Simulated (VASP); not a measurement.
Write the native input for VASP 6.6.1 that does the following.

```yaml
Task: single point
Functional: PBEsol
Potentials_or_basis: VASP PAW PBE potentials, release 64 (Ti_sv, C)
Cutoff: 520 eV
k_mesh: 10 × 10 × 10
Occupations: fermi-dirac, width 0.05 eV
Spin: no spin polarisation
Dipole_correction: no
Further_INCAR_settings: ALGO = Normal; EDIFF = 1e-06; NBANDS = 21
```

The structure of Ti2C lies in POSCAR:

```
Ti2C
1.0
    1.5406981810      0.8895225095      4.8137698526
   -1.5406981810      0.8895225095      4.8137698526
    0.0000000000     -1.7790450191      4.8137698526
Ti C
2 1
Direct
    0.7545021700      0.7545021700      0.7545021700
    0.2454978300      0.2454978300      0.2454978300
    0.5000000000      0.5000000000      0.5000000000
```

These files were run (other wordings do the same):

INCAR

```
ALGO     = Normal         # electronic algorithm
EDIFF    = 1E-6           # SCF threshold, eV
ENCUT    = 520            # plane-wave cutoff, eV
GGA      = PS             # functional
ISIF     = 2              # what is computed and relaxed
ISMEAR   = -1             # smearing method
LASPH    = True           # aspherical terms in the spheres
LCHARG   = False          # write CHGCAR
LREAL    = False          # projectors in reciprocal space
LWAVE    = False          # write WAVECAR
NBANDS   = 21             # bands
NELM     = 60             # most SCF steps
PREC     = Accurate       # precision mode
SIGMA    = 0.05           # smearing width, eV
```

KPOINTS

```
k-points
0
Gamma
  10 10 10
```

Potentials or basis: VASP PAW PBE potentials, release 64 (Ti_sv, C).

Run with:

```bash
$ cat potpaw_PBE.64/Ti_sv/POTCAR potpaw_PBE.64/C/POTCAR > POTCAR
$ mpirun -np 1 vasp_std > vasp.out
```

Results of the run:

* Pressure: -4.5 GPa
* Largest force: 0.164 eV/Å
* Band gap on the k mesh: zero (band 14 reaches 8.86 eV, above the bottom of band 15 at 8.05 eV)

Caveat: the PAW data sets were made with another functional, which shifts forces and pressure a little.

Run time: 90 s on 1 thread of Intel(R) Xeon(R) 6975P-C (Granite Rapids) (shared host), peak memory 0.28 GiB.
